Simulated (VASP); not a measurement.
# Lu (P6_3/mmc) in VASP: further runs

The runs below take Lu through single point, with LDA.

Program: VASP 6.6.1. These are calculated values, not measurements. Logs are shortened: lines on timing, memory, paths and dates and some standing lists are left out, and cuts for length are marked.

## Step 1: The cell of the first run

Symmetry: P6_3/mmc, No. 194, hexagonal system. The conventional cell has a = 3.382 Å, b = 3.382 Å, c = 5.252 Å, α = 90.00°, β = 90.00°, γ = 120.00°. Lu (site symmetry -6m2) has 12 Lu at 3.27 to 3.38 Å within 4.3 Å.

## Step 2: Single point, LDA

Input file INCAR:

```
  PREC = Accurate
  ENCUT = 520
  EDIFF = 1E-7
  ISMEAR = 1
  SIGMA = 0.03
  LREAL = False
  LASPH = True
  NELM = 60
  ALGO = Normal
  ISIF = 2
  LWAVE = False
  LCHARG = False
  GGA = CA
  NBANDS = 32
```

Input file KPOINTS:

```
Automatic mesh
0
Gamma
  11 11 6
```

Input file POSCAR:

```
Lu
1.0
    3.3823924653      0.0000000000      0.0000000000
   -1.6911962327      2.9292378005      0.0000000000
    0.0000000000      0.0000000000      5.2524129119
Lu
2
Direct
    0.3333333333      0.6666666667      0.2500000000
    0.6666666667      0.3333333333      0.7500000000
```

Potentials or basis: VASP PAW PBE potentials, release 64 (Lu).

Started as:

```sh
$ cat potpaw_PBE.64/Lu/POTCAR > POTCAR
$ mpirun -np 1 vasp_std > vasp.out
```

OUTCAR:

```text
PREC = Accurate
   ENCUT = 520
   EDIFF = 1E-7
   ISMEAR = 1
   LREAL = False
   LASPH = True
   NELM = 60
   ISIF = 2
   GGA = CA

 ion  position               nearest neighbor table
   1  0.333  0.667  0.250-   2 3.27   2 3.27   2 3.27   2 3.27   2 3.27   2 3.27
   2  0.667  0.333  0.750-   1 3.27   1 3.27   1 3.27   1 3.27   1 3.27   1 3.27

  LATTYP: Found a hexagonal cell.
 ALAT       =     3.3823924653
 C/A-ratio  =     1.5528691498

  Lattice vectors:

 A1 = (   3.3823924653,   0.0000000000,   0.0000000000)
 A2 = (  -1.6911962327,   2.9292378005,   0.0000000000)
 A3 = (   0.0000000000,   0.0000000000,   5.2524129119)

Analysis of symmetry for initial positions (statically):
=====================================================================
 Subroutine PRICEL returns:
 Original cell was already a primitive cell.

 Routine SETGRP: Setting up the symmetry group for a
 hexagonal supercell.

 Subroutine GETGRP returns: Found 24 space group operations
 (whereof 12 operations were pure point group operations)
 out of a pool of 24 trial point group operations.

The static configuration has the point symmetry D_3d.
 The point group associated with its full space group is D_6h.

Analysis of symmetry for dynamics (positions and initial velocities):
=====================================================================
 Subroutine PRICEL returns:
 Original cell was already a primitive cell.

 Routine SETGRP: Setting up the symmetry group for a
 hexagonal supercell.

 Subroutine GETGRP returns: Found 24 space group operations
 (whereof 12 operations were pure point group operations)
 out of a pool of 24 trial point group operations.

The dynamic configuration has the point symmetry D_3d.
 The point group associated with its full space group is D_6h.

 Subroutine INISYM returns: Found 24 space group operations
 (whereof 12 operations are pure point group operations),
 and found     1 'primitive' translations

----------------------------------------------------------------------------------------

                                     Primitive cell

  volume of cell :      52.0400

  direct lattice vectors                    reciprocal lattice vectors
     3.382392465  0.000000000  0.000000000     0.295648719  0.170692868  0.000000000
    -1.691196233  2.929237801  0.000000000     0.000000000  0.341385735  0.000000000
     0.000000000  0.000000000  5.252412912     0.000000000  0.000000000  0.190388687

  length of vectors
     3.382392465  3.382392465  5.252412912     0.341385735  0.341385735  0.190388687

  position of ions in fractional coordinates (direct lattice)
     0.333333333  0.666666667  0.250000000
     0.666666667  0.333333333  0.750000000

  ion indices of the primitive-cell ions
   primitive index   ion index
                 1           1
                 2           2

----------------------------------------------------------------------------------------

 KPOINTS: Automatic mesh

Automatic generation of k-mesh.
 Grid dimensions read from file:
 generate k-points for:   11   11    6

 Generating k-lattice:

  Cartesian coordinates                     Fractional coordinates (reciprocal lattice)
     0.026877156  0.015517533  0.000000000     0.090909091  0.000000000  0.000000000
     0.000000000  0.031035067  0.000000000     0.000000000  0.090909091  0.000000000
     0.000000000  0.000000000  0.031731448     0.000000000  0.000000000  0.166666667

  Length of vectors
     0.031035067  0.031035067  0.031731448

  Shift w.r.t. Gamma in fractional coordinates (k-lattice)
     0.000000000  0.000000000  0.000000000

 Subroutine IBZKPT returns following result:
 ===========================================

 Found     64 irreducible k-points:

 Following reciprocal coordinates:
            Coordinates               Weight
  0.000000  0.000000  0.000000      1.000000
  0.090909  0.000000  0.000000      6.000000
  0.181818  0.000000  0.000000      6.000000
  0.272727  0.000000  0.000000      6.000000
  0.363636  0.000000  0.000000      6.000000
  0.454545  0.000000  0.000000      6.000000
[... 16 lines left out ...]
  0.090909  0.090909  0.166667     12.000000
  0.181818  0.090909  0.166667     24.000000
 [... further k-points ...]
   k-points           NKPTS =     64   k-points in BZ     NKDIM =     64   number of bands    NBANDS=     32
   number of dos      NEDOS =    301   number of ions     NIONS =      2
   total plane-waves  NPLWV =  31360
   dimension x,y,z NGX =    28 NGY =   28 NGZ =   40
   dimension x,y,z NGXF=    56 NGYF=   56 NGZF=   80
   ions per type =               2
   NGX,Y,Z   is equivalent  to a cutoff of  13.76, 13.76, 12.66 a.u.
   NGXF,Y,Z  is equivalent  to a cutoff of  27.52, 27.52, 25.32 a.u.
 SYSTEM =  unknown system
   PREC   = accura    normal or accurate (medium, high low for compatibility)
   ISTART =      0    job   : 0-new  1-cont  2-samecut
   ICHARG =      2    charge: 1-file 2-atom 10-const
   ISPIN  =      1    spin polarized calculation?
   LNONCOLLINEAR =      F non collinear calculations
   LSORBIT =      F    spin-orbit coupling
   LASPH  =      T    aspherical Exc in radial PAW
   ENCUT  =  520.0 eV  38.22 Ry    6.18 a.u.   6.29  6.29  9.77*2*pi/ulx,y,z
   NELM   =     60;   NELMIN=  2; NELMDL= -5     # of ELM steps
   EDIFF  = 0.1E-06   stopping-criterion for ELM
   LREAL  =      F    real-space projection
   EDIFFG = 0.1E-05   stopping-criterion for IOM
   NSW    =      0    number of steps for IOM
   IBRION =     -1    ionic relax: 0-MD 1-quasi-New 2-CG
   NFREE  =      0    steps in history (QN), initial steepest desc. (CG)
   ISIF   =      2    stress and relaxation
   ISYM   =      2    0-nonsym 1-usesym 2-fastsym
   POTIM  = 0.5000    time-step for ionic-motion
   TEBEG  =    0.0;   TEEND  =   0.0 temperature during run
   PSTRESS=    0.0 pullay stress
   NELECT =      50.0000    total number of electrons
   NUPDOWN=      -1.0000    fix difference up-down
   EMIN   =  10.00;   EMAX   =-10.00  energy-range for DOS
   EFERMI =   0.00;   METHOD = LEGACY
   ISMEAR =     1;   SIGMA  =   0.03  broadening in eV -4-tet -1-fermi 0-gaus
   EFERMI_NEDOS =   21; number of points for ismear=-14 and -15
   IALGO  =     38    algorithm
   IMIX   =      4    mixing-type and parameters
     AMIX     =   0.40;   BMIX     =  1.00
     AMIX_MAG =   1.60;   BMIX_MAG =  1.00
  volume/ion in A,a.u.               =      26.02       175.59
  Fermi-wavevector in a.u.,A,eV,Ry     =   1.615421  3.052703 35.505551  2.609584
  Thomas-Fermi vector in A             =   2.710171
   LORBIT       =      0    0 simple, 1 ext, 2 COOP (PROOUT), +10 PAW based schemes
   GGA     = CA    functional components
   LHFCALC =     F    Hartree Fock is set to
   AEXX    =    0.0000 exact exchange contribution
   IVDW    =     0    specifies the selected vdW correction
   LEPSILON=     F    determine dielectric tensor
   LRPA    =     F    only Hartree local field effects (RPA)
 non-spin polarized calculation
 Methfessel and Paxton  Order N= 1 SIGMA  =   0.03
  energy-cutoff  :      520.00
  volume of cell :       52.04
 maximum number of plane-waves:      1423
 NGX is ok and might be reduce to    28
   NGX = 13   NGY = 13   NGZ = 19

 number of electron      49.9999981 magnetization

 Free energy of the ion-electron system (eV)
  ---------------------------------------------------
  ext. energy  EPLUGINS =         0.00000000
  ---------------------------------------------------
  free energy    TOTEN  =       -10.39499252 eV

  energy without entropy =      -10.39519541  energy(sigma->0) =      -10.39506015

 E-fermi :   2.3639     XC(G=0): -11.5476

 val. band max:        2.3637954945   @ k =   0.4545   0.0909   0.3333
 cond. band min:       2.4053265970   @ k =   0.4545   0.0000   0.3333
 fundamental gap:      0.0415311024
 Fermi energy:         2.3638825459

 k-point     1 :       0.0000    0.0000    0.0000
  band No.  band energies     occupation
      1     -53.3135      2.00000
      2     -53.2495      2.00000
      3     -24.6146      2.00000
      4     -23.9775      2.00000
      5     -23.9775      2.00000
      6     -23.8504      2.00000
[... 24 lines left out ...]
     31       5.9045      0.00000
     32       5.9045      0.00000

 k-point     2 :       0.0909    0.0000    0.0000
  band No.  band energies     occupation
      1     -53.3101      2.00000
      2     -53.2485      2.00000
      3     -24.5951      2.00000
      4     -24.0163      2.00000
      5     -23.9910      2.00000
      6     -23.8916      2.00000
[... 24 lines left out ...]
     31       5.6106      0.00000
     32       5.6818      0.00000

 k-point     3 :       0.1818    0.0000    0.0000
  band No.  band energies     occupation
      1     -53.3010      2.00000
      2     -53.2460      2.00000
      3     -24.5394      2.00000
      4     -24.1205      2.00000
      5     -24.0259      2.00000
      6     -23.9989      2.00000
[... 24 lines left out ...]
     31       6.0453      0.00000
     32       6.1736      0.00000

 k-point     4 :       0.2727    0.0000    0.0000
  band No.  band energies     occupation
      1     -53.2882      2.00000
      2     -53.2434      2.00000
      3     -24.4568      2.00000
      4     -24.2574      2.00000
      5     -24.1323      2.00000
      6     -24.0694      2.00000
[... 24 lines left out ...]
     31       6.8125      0.00000
     32       7.0879      0.00000

 k-point     5 :       0.3636    0.0000    0.0000
  band No.  band energies     occupation
      1     -53.2751      2.00000
      2     -53.2424      2.00000
      3     -24.3832      2.00000
      4     -24.3632      2.00000
      5     -24.2488      2.00000
      6     -24.1077      2.00000
[... 584 lines left out ...]
     31       7.7648      0.00000
     32       8.0025      0.00000

 k-point    22 :       0.4545    0.0000    0.1667
  band No.  band energies     occupation
      1     -53.2644      2.00000
      2     -53.2447      2.00000
      3     -24.5034      2.00000
      4     -24.3669      2.00000
      5     -24.2108      2.00000
      6     -24.1162      2.00000
[... 24 lines left out ...]
     31       8.8876      0.00000
     32       8.9902      0.00000

 k-point    23 :       0.0909    0.0909    0.1667
  band No.  band energies     occupation
      1     -53.3001      2.00000
      2     -53.2506      2.00000
      3     -24.5186      2.00000
      4     -24.0634      2.00000
      5     -24.0341      2.00000
      6     -23.9786      2.00000
[... 24 lines left out ...]
     31       6.0196      0.00000
     32       6.4219      0.00000

 k-point    24 :       0.1818    0.0909    0.1667
  band No.  band energies     occupation
      1     -53.2896      2.00000
      2     -53.2475      2.00000
      3     -24.4710      2.00000
      4     -24.1679      2.00000
      5     -24.1327      2.00000
      6     -24.0349      2.00000
[... 24 lines left out ...]
     31       6.4057      0.00000
     32       7.0219      0.00000

 [... further k-points ...]

------------------------ aborting loop because EDIFF is reached ----------------------------------------

  FORCE on cell =-STRESS in cart. coord.  units (eV):
  Direction    XX          YY          ZZ          XY          YZ          ZX
  --------------------------------------------------------------------------------------
  -------------------------------------------------------------------------------------
  Total        0.0504124      0.0504124     -0.1972492     -0.0000000      0.0000000     -0.0000000
  in kB        1.5520675      1.5520675     -6.0727908     -0.0000000      0.0000000     -0.0000000
  external PRESSURE =      -0.9895520 kB  Pullay stress =       0.0000000 kB

 VOLUME and BASIS-vectors are now :
 -----------------------------------------------------------------------------
  energy-cutoff  :      520.00
  volume of cell :       52.04
      direct lattice vectors                 reciprocal lattice vectors
     3.382392465  0.000000000  0.000000000     0.295648719  0.170692868  0.000000000
    -1.691196233  2.929237801  0.000000000     0.000000000  0.341385735  0.000000000
     0.000000000  0.000000000  5.252412912     0.000000000  0.000000000  0.190388687

 POSITION                                       TOTAL-FORCE (eV/Angst)
 -----------------------------------------------------------------------------------
     -0.00000      1.95283      1.31310         0.000000     -0.000000      0.000000
      1.69120      0.97641      3.93931        -0.000000      0.000000      0.000000
 -----------------------------------------------------------------------------------
    total drift:                               -0.000000      0.000000     -0.000000

  FREE ENERGIE OF THE ION-ELECTRON SYSTEM (eV)
  ---------------------------------------------------
  free  energy   TOTEN  =       -10.3949925221 eV

  energy  without entropy=      -10.3951954120  energy(sigma->0) =      -10.39506015
```

Run time: 44 s. Hardware: 1 thread of Intel Xeon 6975P-C (Granite Rapids), shared host; peak memory 0.22 GiB.

What came out:

```yaml
Free_energy: -10.3950 eV
Pressure: -0.1 GPa
Band_gap_on_the_k_mesh: zero (bands 25 and 26 overlap by 1.91 eV)
```

Caveat: the PAW data sets were made with another functional, which shifts forces and pressure a little; spin-orbit coupling is left out, which moves the levels of the heavy elements.

## Step 3: Single point, LDA

Input file INCAR:

```
ALGO = Normal ; EDIFF = 1E-6
ENCUT = 520 ; GGA = CA
ISIF = 2 ; ISMEAR = 1
LASPH = True ; LCHARG = False
LREAL = False ; LWAVE = False
NBANDS = 32 ; NELM = 100
PREC = Accurate ; SIGMA = 0.1
```

Input file KPOINTS:

```
k-points
0
Gamma
  11 11 6
```

POSCAR is that of step 2.

Potentials or basis: VASP PAW PBE potentials, release 64 (Lu).

Started as:

```sh
$ cat potpaw_PBE.64/Lu/POTCAR > POTCAR
$ mpirun -np 1 vasp_std > vasp.out
```

It took 41 s on 1 thread of Intel Xeon 6975P-C (Granite Rapids), shared host; peak memory 0.22 GiB.

It converged, with:

| Property | Result |
| --- | --- |
| Free energy | -10.3942 eV |
| Pressure | 0.0 GPa |
| Band gap on the k mesh | zero (bands 25 and 26 overlap by 1.91 eV) |

Stress tensor (GPa, compression positive):
```
 0.18  0.00  0.00
 0.00  0.18  0.00
 0.00  0.00 -0.42
```

Levels at points of the mesh, in eV from the Fermi level:
```
           k point  band 21  band 22  band 23  band 24  band 25  band 26  band 27  band 28  band 29  band 30
(0.00, 0.00, 0.00)    -4.76    -4.73    -4.72    -2.61     1.24     2.15     2.15     2.70     3.00     3.00
(0.00, 0.00, 0.50)    -4.73    -4.73    -4.39    -4.39     1.25     1.25     2.03     2.03     2.03     2.03
```

Caveat: the PAW data sets were made with another functional, which shifts forces and pressure a little; spin-orbit coupling is left out, which moves the levels of the heavy elements.

[end of part 1 of 2]
